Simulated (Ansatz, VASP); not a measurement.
**Co in VASP and in Ansatz**

File INCAR:

```
PREC     = Accurate       # precision mode
ENCUT    = 520            # plane-wave cutoff, eV
EDIFF    = 1E-6           # SCF threshold, eV
ISMEAR   = -1             # smearing method
SIGMA    = 0.08           # smearing width, eV
LREAL    = False          # projectors in reciprocal space
LASPH    = True           # aspherical terms in the spheres
NELM     = 80             # most SCF steps
ALGO     = Normal         # electronic algorithm
ISIF     = 2              # what is computed and relaxed
LWAVE    = False          # write WAVECAR
LCHARG   = False          # write CHGCAR
GGA      = PE             # functional
NBANDS   = 16             # bands
```

KPOINTS

```
regular mesh
0
Gamma
  15 15 8
```

POSCAR

```
Co
1.0
    2.7010147709      0.0000000000      0.0000000000
   -1.3505073854      2.3391474075      0.0000000000
    0.0000000000      0.0000000000      4.3841668725
Co
2
Direct
    0.3333333333      0.6666666667      0.2500000000
    0.6666666667      0.3333333333      0.7500000000
```

Input for Ansatz:

```yaml
crystal:
  lattice:
    - [2.7010147709, 0.0, 0.0]
    - [-1.3505073854, 2.3391474075, 0.0]
    - [0.0, 0.0, 4.3841668725]
  atoms:
    - { symbol: Co, position: [0.3333333333, 0.6666666667, 0.25] }
    - { symbol: Co, position: [0.6666666667, 0.3333333333, 0.75] }
kpoints:
  mp_grid: { grid: [15, 15, 8] }
scf:
  occupations: { method: fermi_dirac, width: 0.08 }
  lower_state_search: "off"
hamiltonian:
  xc: pbe
  pseudopotentials: { kind: paw }
output:
  forces: true
  stress: true
  eigenvalues: true
```

Change from the starting cell: volume scaled by 1.25, no spin polarisation, PAW files.

Alike in both runs: task single point; functional PBE; k mesh 15 × 15 × 8; occupations fermi-dirac, width 0.08 eV; no spin polarisation.

|  | VASP | Ansatz |
| --- | --- | --- |
| version | VASP 6.6.1 | Ansatz 0.2.0 |
| potentials or method | VASP PAW PBE potentials, release 64 (Co) | PAW with Ansatz's default frozen-core files, scalar-relativistic |
| plane-wave cutoff (eV) | 520 | 420 |
| valence electrons in the cell | 18 | 34 |

Ansatz gave:

| Property | Result |
| --- | --- |
| pressure (GPa) | -36.3 |
| traceless stress, the component that is largest in VASP (GPa) | -1.09 |

Task: What did VASP give for the same quantities?

Result: Pressure (GPa): -35.8; traceless stress, the component that is largest in VASP (GPa): -1.09.

Both programs put the cell under strong tension, so it lies far from rest at this level. With one functional, cell and mesh, what is left measures potentials, basis and numerics. VASP's potentials hold 18 valence electrons a cell and Ansatz's 34, so a difference there can come from the potentials and not from the codes.

Noted on VASP's run: the cell as given lies far from equilibrium.
